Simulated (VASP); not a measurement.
Input of a VASP 6.6.1 run:

Contents of INCAR:

```
PREC = Accurate ; ENCUT = 520
EDIFF = 1E-6 ; ISMEAR = -1
SIGMA = 0.05 ; LREAL = False
LASPH = True ; NELM = 60
ALGO = Fast ; ISIF = 2
LWAVE = False ; LCHARG = False
GGA = CA ; NBANDS = 26
```

The input KPOINTS:

```
regular mesh
0
Gamma
  9 9 9
```

File POSCAR:

```
In
1.0
    1.6696368166      0.9639652655      8.2074632500
   -1.6696368166      0.9639652655      8.2074632500
    0.0000000000     -1.9279305310      8.2074632500
In
3
Direct
    0.2219877600      0.2219877600      0.2219877600
    0.7780122400      0.7780122400      0.7780122400
    0.0000000000      0.0000000000      0.0000000000
```

Potentials or basis: VASP PAW LDA potentials, release 64 (In_d).

Command:

```bash
$ cat potpaw_LDA.64/In_d/POTCAR > POTCAR
$ mpirun -np 1 vasp_std > vasp.out
```

Question: What does it give for the pressure?

Answer: -2.7 GPa.

Question: What does it give for the largest force?

Answer: 0.031 eV/Å.

Stress tensor (GPa, compression positive):
```
-2.51  0.00  0.00
 0.00 -2.51  0.00
 0.00  0.00 -3.06
```
